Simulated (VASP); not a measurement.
# TiO2 (P4_2/mnm) in VASP: single point with PBEsol

Aim: the single point of TiO2 with PBEsol.

Everything below comes from runs of VASP 6.6.1. Logs are shortened: lines on timing, memory, paths and dates and some standing lists are left out, and cuts for length are marked.

**What was measured.**

“Shallow Valence Band of Rutile GeO2 and P-type Doping”, 2020, arxiv:2011.08928 quotes, for a bulk crystal of TiO2 at 1.6 K: band gap 3.03 eV (direct).

The runs below are set against these values where they give the same quantity.

## 1. The cell of the first run

The structure is tetragonal, space group P4_2/mnm (No. 136). Conventional cell: a = 4.591 Å, b = 4.591 Å, c = 2.939 Å, α = 90.00°, β = 90.00°, γ = 90.00°. Ti (site symmetry mmm) has 6 O at 1.94 to 1.98 Å within 2.6 Å. Within 2.6 Å of O (site symmetry m2m) lie 3 Ti at 1.94 to 1.98 Å and 1 O at 2.54 Å.

## 2. Single point, PBEsol

The input, INCAR:

```
SYSTEM = TiO2
ALGO = Normal
EDIFF = 1E-6
ENCUT = 520
GGA = PS
ISIF = 2
ISMEAR = 0
LASPH = .True.
LCHARG = .True.
LELF = .True.
LREAL = .False.
LVHAR = .True.
LWAVE = .False.
NBANDS = 33
NELM = 100
PREC = Accurate
SIGMA = 0.02
```

The input, KPOINTS:

```
k-points
0
Gamma
  6 6 10
  0 0 0
```

The input, POSCAR:

```
TiO2
1.0
    4.5912476233      0.0000000000      0.0000000000
    0.0000000000      4.5912476233      0.0000000000
    0.0000000000      0.0000000000      2.9389939992
Ti O
2 4
Direct
    0.0000000000      0.0000000000      0.0000000000
    0.5000000000      0.5000000000      0.5000000000
    0.3044387432      0.3044387432      0.0000000000
    0.1955612568      0.8044387432      0.5000000000
    0.6955612568      0.6955612568      0.0000000000
    0.8044387432      0.1955612568      0.5000000000
```

Potentials or basis: VASP PAW PBE potentials, release 64 (Ti_sv, O).

Run with:

```bash
$ cat potpaw_PBE.64/Ti_sv/POTCAR potpaw_PBE.64/O/POTCAR > POTCAR
$ mpirun -np 1 vasp_std > vasp.out
```

OUTCAR:

```text
SYSTEM = TiO2
   EDIFF = 1E-6
   ENCUT = 520
   GGA = PS
   ISIF = 2
   ISMEAR = 0
   LASPH = .True.
   LREAL = .False.
   NELM = 100
   PREC = Accurate

 ion  position               nearest neighbor table
   1  0.000  0.000  0.000-   4 1.94   6 1.94   4 1.94   6 1.94   5 1.98   3 1.98
   2  0.500  0.500  0.500-   3 1.94   5 1.94   3 1.94   5 1.94   4 1.98   6 1.98
   3  0.304  0.304  0.000-   2 1.94   2 1.94   1 1.98
   4  0.196  0.804  0.500-   1 1.94   1 1.94   2 1.98
   5  0.696  0.696  0.000-   2 1.94   2 1.94   1 1.98
   6  0.804  0.196  0.500-   1 1.94   1 1.94   2 1.98

  LATTYP: Found a simple tetragonal cell.
 ALAT       =     4.5912476233
 C/A-ratio  =     0.6401297077

  Lattice vectors:

 A1 = (   4.5912476233,   0.0000000000,   0.0000000000)
 A2 = (   0.0000000000,   4.5912476233,   0.0000000000)
 A3 = (   0.0000000000,   0.0000000000,   2.9389939992)

Analysis of symmetry for initial positions (statically):
=====================================================================
 Subroutine PRICEL returns:
 Original cell was already a primitive cell.

 Routine SETGRP: Setting up the symmetry group for a
 simple tetragonal supercell.

 Subroutine GETGRP returns: Found 16 space group operations
 (whereof  8 operations were pure point group operations)
 out of a pool of 16 trial point group operations.

The static configuration has the point symmetry D_2h.
 The point group associated with its full space group is D_4h.

Analysis of symmetry for dynamics (positions and initial velocities):
=====================================================================
 Subroutine PRICEL returns:
 Original cell was already a primitive cell.

 Routine SETGRP: Setting up the symmetry group for a
 simple tetragonal supercell.

 Subroutine GETGRP returns: Found 16 space group operations
 (whereof  8 operations were pure point group operations)
 out of a pool of 16 trial point group operations.

The dynamic configuration has the point symmetry D_2h.
 The point group associated with its full space group is D_4h.

 Subroutine INISYM returns: Found 16 space group operations
 (whereof  8 operations are pure point group operations),
 and found     1 'primitive' translations

----------------------------------------------------------------------------------------

                                     Primitive cell

  volume of cell :      61.9527

  direct lattice vectors                    reciprocal lattice vectors
     4.591247623  0.000000000  0.000000000     0.217805721  0.000000000  0.000000000
     0.000000000  4.591247623  0.000000000     0.000000000  0.217805721  0.000000000
     0.000000000  0.000000000  2.938993999     0.000000000  0.000000000  0.340252481

  length of vectors
     4.591247623  4.591247623  2.938993999     0.217805721  0.217805721  0.340252481

  position of ions in fractional coordinates (direct lattice)
     0.000000000  0.000000000  0.000000000
     0.500000000  0.500000000  0.500000000
     0.304438743  0.304438743  0.000000000
     0.195561257  0.804438743  0.500000000
     0.695561257  0.695561257  0.000000000
     0.804438743  0.195561257  0.500000000

  ion indices of the primitive-cell ions
   primitive index   ion index
                 1           1
                 2           2
                 3           3
                 4           4
                 5           5
                 6           6

----------------------------------------------------------------------------------------

 KPOINTS: k-points

Automatic generation of k-mesh.
 Grid dimensions read from file:
 generate k-points for:    6    6   10

 Generating k-lattice:

  Cartesian coordinates                     Fractional coordinates (reciprocal lattice)
     0.036300954  0.000000000  0.000000000     0.166666667  0.000000000  0.000000000
     0.000000000  0.036300954  0.000000000     0.000000000  0.166666667  0.000000000
     0.000000000  0.000000000  0.034025248     0.000000000  0.000000000  0.100000000

  Length of vectors
     0.036300954  0.036300954  0.034025248

  Shift w.r.t. Gamma in fractional coordinates (k-lattice)
     0.000000000  0.000000000  0.000000000

 Subroutine IBZKPT returns following result:
 ===========================================

 Found     60 irreducible k-points:

 Following reciprocal coordinates:
            Coordinates               Weight
  0.000000  0.000000  0.000000      1.000000
  0.166667  0.000000  0.000000      4.000000
  0.333333  0.000000  0.000000      4.000000
  0.500000  0.000000  0.000000      2.000000
  0.166667  0.166667  0.000000      4.000000
  0.333333  0.166667  0.000000      8.000000
[... 16 lines left out ...]
  0.333333  0.000000  0.200000      8.000000
  0.500000  0.000000  0.200000      4.000000
 [... further k-points ...]
   k-points           NKPTS =     60   k-points in BZ     NKDIM =     60   number of bands    NBANDS=     33
   number of dos      NEDOS =    301   number of ions     NIONS =      6
   total plane-waves  NPLWV =  31104
   dimension x,y,z NGX =    36 NGY =   36 NGZ =   24
   dimension x,y,z NGXF=    72 NGYF=   72 NGZF=   48
   ions per type =               2   4
   NGX,Y,Z   is equivalent  to a cutoff of  13.04, 13.04, 13.58 a.u.
   NGXF,Y,Z  is equivalent  to a cutoff of  26.07, 26.07, 27.15 a.u.
 SYSTEM =  TiO2
   PREC   = accura    normal or accurate (medium, high low for compatibility)
   ISTART =      0    job   : 0-new  1-cont  2-samecut
   ICHARG =      2    charge: 1-file 2-atom 10-const
   ISPIN  =      1    spin polarized calculation?
   LNONCOLLINEAR =      F non collinear calculations
   LSORBIT =      F    spin-orbit coupling
   LASPH  =      T    aspherical Exc in radial PAW
   ENCUT  =  520.0 eV  38.22 Ry    6.18 a.u.   8.54  8.54  5.46*2*pi/ulx,y,z
   NELM   =    100;   NELMIN=  2; NELMDL= -5     # of ELM steps
   EDIFF  = 0.1E-05   stopping-criterion for ELM
   LREAL  =      F    real-space projection
   EDIFFG = 0.1E-04   stopping-criterion for IOM
   NSW    =      0    number of steps for IOM
   IBRION =     -1    ionic relax: 0-MD 1-quasi-New 2-CG
   NFREE  =      0    steps in history (QN), initial steepest desc. (CG)
   ISIF   =      2    stress and relaxation
   ISYM   =      2    0-nonsym 1-usesym 2-fastsym
   POTIM  = 0.5000    time-step for ionic-motion
   TEBEG  =    0.0;   TEEND  =   0.0 temperature during run
   PSTRESS=    0.0 pullay stress
   NELECT =      48.0000    total number of electrons
   NUPDOWN=      -1.0000    fix difference up-down
   EMIN   =  10.00;   EMAX   =-10.00  energy-range for DOS
   EFERMI =   0.00;   METHOD = LEGACY
   ISMEAR =     0;   SIGMA  =   0.02  broadening in eV -4-tet -1-fermi 0-gaus
   EFERMI_NEDOS =   21; number of points for ismear=-14 and -15
   IALGO  =     38    algorithm
   IMIX   =      4    mixing-type and parameters
     AMIX     =   0.40;   BMIX     =  1.00
     AMIX_MAG =   1.60;   BMIX_MAG =  1.00
  volume/ion in A,a.u.               =      10.33        69.68
  Fermi-wavevector in a.u.,A,eV,Ry     =   1.503610  2.841411 30.760636  2.260843
  Thomas-Fermi vector in A             =   2.614698
   LORBIT       =      0    0 simple, 1 ext, 2 COOP (PROOUT), +10 PAW based schemes
   GGA     = PS    functional components
   LHFCALC =     F    Hartree Fock is set to
   AEXX    =    0.0000 exact exchange contribution
   IVDW    =     0    specifies the selected vdW correction
   LEPSILON=     F    determine dielectric tensor
   LRPA    =     F    only Hartree local field effects (RPA)
 non-spin polarized calculation
 Gauss-broadening in eV      SIGMA  =   0.02
  energy-cutoff  :      520.00
  volume of cell :       61.95
 maximum number of plane-waves:      1696
 NGX is ok and might be reduce to    36
   NGX = 17   NGY = 17   NGZ = 11

 number of electron      48.0000020 magnetization

 Free energy of the ion-electron system (eV)
  ---------------------------------------------------
  ext. energy  EPLUGINS =         0.00000000
  ---------------------------------------------------
  free energy    TOTEN  =       -56.09833942 eV

  energy without entropy =      -56.09833942  energy(sigma->0) =      -56.09833942

 E-fermi :   5.0044     XC(G=0): -11.7427

 val. band max:        4.8011401442   @ k =   0.0000   0.0000   0.0000
 cond. band min:       6.6426514900   @ k =   0.0000   0.0000   0.0000
 fundamental gap:      1.8415113458
 Fermi energy:         5.0044436661

 k-point     1 :       0.0000    0.0000    0.0000
  band No.  band energies     occupation
      1     -51.8209      2.00000
      2     -51.8026      2.00000
      3     -28.2517      2.00000
      4     -28.2517      2.00000
      5     -28.0771      2.00000
      6     -28.0771      2.00000
[... 25 lines left out ...]
     32      11.5260      0.00000
     33      11.5752      0.00000

 k-point     2 :       0.1667    0.0000    0.0000
  band No.  band energies     occupation
      1     -51.8197      2.00000
      2     -51.8038      2.00000
      3     -28.2424      2.00000
      4     -28.2415      2.00000
      5     -28.0886      2.00000
      6     -28.0877      2.00000
[... 25 lines left out ...]
     32      11.4299      0.00000
     33      11.4502      0.00000

 k-point     3 :       0.3333    0.0000    0.0000
  band No.  band energies     occupation
      1     -51.8163      2.00000
      2     -51.8071      2.00000
      3     -28.2173      2.00000
      4     -28.2149      2.00000
      5     -28.1175      2.00000
      6     -28.1150      2.00000
[... 25 lines left out ...]
     32      11.2379      0.00000
     33      11.2774      0.00000

 k-point     4 :       0.5000    0.0000    0.0000
  band No.  band energies     occupation
      1     -51.8117      2.00000
      2     -51.8117      2.00000
      3     -28.1948      2.00000
      4     -28.1948      2.00000
      5     -28.1386      2.00000
      6     -28.1386      2.00000
[... 673 lines left out ...]
     32      10.8074      0.00000
     33      11.0215      0.00000

 k-point    23 :       0.3333    0.0000    0.2000
  band No.  band energies     occupation
      1     -51.8000      2.00000
      2     -51.7925      2.00000
      3     -28.2200      2.00000
      4     -28.1988      2.00000
      5     -28.1728      2.00000
      6     -28.1578      2.00000
[... 25 lines left out ...]
     32      10.4067      0.00000
     33      11.0189      0.00000

 k-point    24 :       0.5000    0.0000    0.2000
  band No.  band energies     occupation
      1     -51.7962      2.00000
      2     -51.7962      2.00000
      3     -28.2116      2.00000
      4     -28.2116      2.00000
      5     -28.1519      2.00000
      6     -28.1519      2.00000
[... 25 lines left out ...]
     32      10.2208      0.00000
     33      11.4108      0.00000

 [... further k-points ...]
[... 5 lines left out ...]
  --------------------------------------------------------------------------------------
  -------------------------------------------------------------------------------------
  Total        0.2095854      0.2095854      0.3265325      0.0000000      0.0000000      0.0000000
  in kB        5.4201530      5.4201530      8.4445571      0.0000000      0.0000000      0.0000000
  external PRESSURE =       6.4282877 kB  Pullay stress =       0.0000000 kB

 VOLUME and BASIS-vectors are now :
 -----------------------------------------------------------------------------
  energy-cutoff  :      520.00
  volume of cell :       61.95
      direct lattice vectors                 reciprocal lattice vectors
     4.591247623  0.000000000  0.000000000     0.217805721  0.000000000  0.000000000
     0.000000000  4.591247623  0.000000000     0.000000000  0.217805721  0.000000000
     0.000000000  0.000000000  2.938993999     0.000000000  0.000000000  0.340252481

 POSITION                                       TOTAL-FORCE (eV/Angst)
 -----------------------------------------------------------------------------------
      0.00000      0.00000      0.00000         0.000000      0.000000     -0.000000
      2.29562      2.29562      1.46950         0.000000      0.000000     -0.000000
      1.39775      1.39775      0.00000        -0.017592     -0.017592     -0.000000
      0.89787      3.69338      1.46950         0.017592     -0.017592     -0.000000
      3.19349      3.19349      0.00000         0.017592      0.017592      0.000000
      3.69338      0.89787      1.46950        -0.017592      0.017592      0.000000
 -----------------------------------------------------------------------------------
    total drift:                                0.000000      0.000000      0.000000

  FREE ENERGIE OF THE ION-ELECTRON SYSTEM (eV)
  ---------------------------------------------------
  free  energy   TOTEN  =       -56.0983394243 eV

  energy  without entropy=      -56.0983394243  energy(sigma->0) =      -56.09833942
```

Wall time 2.2 min (1 thread of Intel Xeon Platinum 8488C (Sapphire Rapids), shared host); peak memory 0.23 GiB.

What came out:

| Item | Value |
| --- | --- |
| Free energy | -56.0983 eV |
| Pressure | 0.6 GPa |
| Largest force | 0.025 eV/Å |
| Band gap on the k mesh | 1.84 eV, direct |

Forces in eV/Å, atoms in the order of the input:
```
Ti   0.000  0.000  0.000
Ti   0.000  0.000  0.000
O   -0.018 -0.018  0.000
O    0.018 -0.018  0.000
O    0.018  0.018  0.000
O   -0.018  0.018  0.000
```

Caveat: the PAW data sets were made with another functional, which shifts forces and pressure a little.

## 3. Against experiment

Step 2. Measured gap of TiO2: 3.03 eV (direct; 1.6 K; quoted in “Shallow Valence Band of Rutile GeO2 and P-type Doping”, 2020, arxiv:2011.08928). This calculation gives 1.84 eV (-1.19 eV). 2 values of this kind are on record in papers (3.03 to 3.05 eV); this one was drawn at random among those near their median. The value is that of PBEsol on a finite k mesh, which can miss the band edges, without temperature or zero-point motion. Semilocal functionals fall short of measured gaps as a rule.
